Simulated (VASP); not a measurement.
Here is a VASP 6.6.1 calculation.

Contents of INCAR:

```
  PREC = Accurate
  ENCUT = 520
  EDIFF = 1E-6
  ISMEAR = -1
  SIGMA = 0.1
  LREAL = F
  LASPH = T
  NELM = 80
  ALGO = Normal
  ISIF = 2
  LWAVE = F
  LCHARG = T
  GGA = RP
  LELF = T
  LVHAR = T
  NBANDS = 16
```

Contents of KPOINTS:

```
regular mesh
0
Gamma
  15 15 8
```

File POSCAR:

```
Ir
1.0
    2.8316300166      0.0000000000      0.0000000000
   -1.4158150083      2.4522635285      0.0000000000
    0.0000000000      0.0000000000      4.5916298294
Ir
2
Direct
    0.3333333333      0.6666666667      0.2500000000
    0.6666666667      0.3333333333      0.7500000000
```

Potentials or basis: VASP PAW PBE potentials, release 64 (Ir).

Command:

```bash
$ cat potpaw_PBE.64/Ir/POTCAR > POTCAR
$ mpirun -np 1 vasp_std > vasp.out
```

(1) What does it give for the band gap on the k mesh?

(2) Estimate the pressure.

Answers

(1) zero (band 9 reaches 9.39 eV, above the bottom of band 10 at 6.74 eV).

(2) -20.4 GPa.

Caveat: the PAW data sets were made with another functional, which shifts forces and pressure a little; spin-orbit coupling is left out, which moves the levels of the heavy elements.
